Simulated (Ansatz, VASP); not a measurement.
## One calculation of GaSb5, two programs

```
Ga Sb
1.0
     5.94080    0.00000    0.00000
    -2.97040    5.14488    0.00000
     0.00000    0.00000    6.07030
Ga Sb
1 5
Cartesian
  0.0000 0.0000 -0.6778
  2.9704 0.0000 2.3572
  -1.4852 2.5724 2.3572
  1.4852 2.5724 2.3572
  0.0000 3.4299 5.3923
  2.9704 1.7150 5.3923
```

Alike in both runs: functional PBE; k mesh 3 × 3 × 4; occupations gaussian, width 0.1 eV; no spin polarisation.

Ansatz relaxed the structure, and its values are those at the end. VASP's run is a single point on that final structure, the one shown.

```csv
,VASP,Ansatz
version,VASP 6.6.1,Ansatz 0.2.0
potentials or method,"VASP PAW PBE potentials, release 64 (Ga_d, Sb), cutoff 520 eV","scalar-relativistic, plane waves, PAW"
valence electrons in the cell,38,88
```

VASP gave:

| Quantity | Value |
| --- | --- |
| gap on the k mesh at the Fermi level (eV) | none |
| pressure (GPa) | -0.1 |

Estimate Ansatz's values.

gap on the k mesh at the Fermi level (eV): none; pressure (GPa): 0.0.

A gap of «none» marks a metal or a gap that the smearing closes. VASP's potentials hold 38 valence electrons a cell and Ansatz's 88, so a difference there can come from the potentials and not from the codes.

The k mesh is coarse, so the values compare programs but aren't converged. Spin-orbit coupling is off throughout.
